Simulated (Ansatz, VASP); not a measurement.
BaTlBr3: VASP beside Ansatz

```
Tl Ba Br
1.0
     6.22939    0.00000    0.00000
     0.00000    6.22939    0.00000
     0.00000    0.00000    6.22939
Tl Ba Br
1 1 3
Direct
  0.00000 0.00000 0.00000
  0.50000 0.50000 0.50000
  0.50000 0.50000 0.00000
  0.50000 0.00000 0.50000
  0.00000 0.50000 0.50000
```

Alike in both runs: task single point; functional PBE; k mesh 4 × 4 × 4; no spin polarisation.

```csv
,VASP,Ansatz
version,VASP 6.6.1,Ansatz 0.2.0
potentials or method,"VASP PAW PBE potentials, release 64 (Tl_d, Ba_sv, Br)","plane waves, PAW"
plane-wave cutoff (eV),520,420
occupations,"gaussian, width 0.01 eV",fixed
valence electrons in the cell,44,44
```

|  | VASP | Ansatz | Ansatz less VASP |
| --- | --- | --- | --- |
| gap on the k mesh at the Fermi level (eV) | 2.98 | 2.99 | +0.002 |
| pressure (GPa) | 0.6 | 0.3 | -0.24 |

Spin-orbit coupling is off throughout.
